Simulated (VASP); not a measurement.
Ru:

```xyz
2
Lattice="2.6974 0.0000 0.0000 -1.3487 2.3361 0.0000 0.0000 0.0000 4.3699" Properties=species:S:1:pos:R:3 pbc="T T T"
Ru    0.0000    1.5574    1.0925
Ru    1.3487    0.7787    3.2774
```

| Property | Result |
| --- | --- |
| Program | VASP 6.6.1 |
| Task | relaxation of cell and atoms |
| Functional | PBE |
| Potentials or basis | VASP PAW PBE potentials, release 64 (Ru_pv) |
| Cutoff | 600 eV |
| k mesh | 18 × 18 × 10 |
| Occupations | fermi-dirac, width 0.08 eV |
| Spin | no spin polarisation |

At the start: pressure -0.2 GPa; volume 13.77 Å³/atom.

Question: Where does the relaxation end?

Answer: Over 8 steps the energy falls by 8.2 meV/atom; space group P6_3/mmc (No. 194, to 0.05 Å).

The path:
```
step  energy change (eV)  largest force (eV/Å)  pressure (GPa)  volume (Å³)
   1              0.0000                0.0000           -0.19        27.54
   2             -0.0040                0.0000            1.37        27.45
   3             -0.0164                0.0000            0.36        27.50
   4             -0.0164                0.0000            0.38        27.50
   5             -0.0162                0.0000           -0.95        27.61
   6             -0.0165                0.0000            0.01        27.53
   7             -0.0165                0.0000            0.01        27.53
   8             -0.0165                0.0000            0.00        27.53
```

Final structure:
```cif
data_structure
_symmetry_space_group_name_H-M 'P 1'
_symmetry_Int_Tables_number 1
_cell_length_a 2.7201
_cell_length_b 2.7201
_cell_length_c 4.2962
_cell_angle_alpha 90.000
_cell_angle_beta 90.000
_cell_angle_gamma 120.000
_cell_volume 27.53
loop_
_atom_site_label
_atom_site_type_symbol
_atom_site_fract_x
_atom_site_fract_y
_atom_site_fract_z
_atom_site_occupancy
Ru1 Ru 0.33333 0.66667 0.25000 1
Ru2 Ru 0.66667 0.33333 0.75000 1
```
